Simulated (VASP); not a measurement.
A run of VASP 6.6.1:

INCAR

```
  PREC = Accurate
  ENCUT = 520
  EDIFF = 1E-7
  ISMEAR = 0
  SIGMA = 0.05
  LREAL = F
  LASPH = T
  NELM = 80
  ALGO = Normal
  ISIF = 2
  LWAVE = F
  LCHARG = T
  GGA = PE
  LELF = T
  LVHAR = T
  NBANDS = 15
```

Contents of KPOINTS:

```
regular mesh
0
Gamma
  10 10 8
```

File POSCAR:

```
BaS
1.0
    4.3652937922      0.0000000000      0.0000000000
   -2.1826468961      3.7804553190      0.0000000000
    0.0000000000      0.0000000000      3.9780699241
Ba S
1 1
Direct
    0.0000000000      0.0000000000      0.0000000000
    0.6666666667      0.3333333333      0.5201102549
```

Potentials or basis: VASP PAW PBE potentials, release 64 (Ba_sv, S).

The run is started by

```console
$ cat potpaw_PBE.64/Ba_sv/POTCAR potpaw_PBE.64/S/POTCAR > POTCAR
$ mpirun -np 1 vasp_std > vasp.out
```

Hardware: 1 thread of AMD EPYC 7R43 64-Core Processor (Zen 3) (shared host).

Task: Estimate the wall time of this run.

Result: Wall time 120 s on 1 thread of AMD EPYC 7R43 64-Core Processor (Zen 3) (shared host), peak memory 0.2 GiB. Counts: scf iterations 14, k points 94.
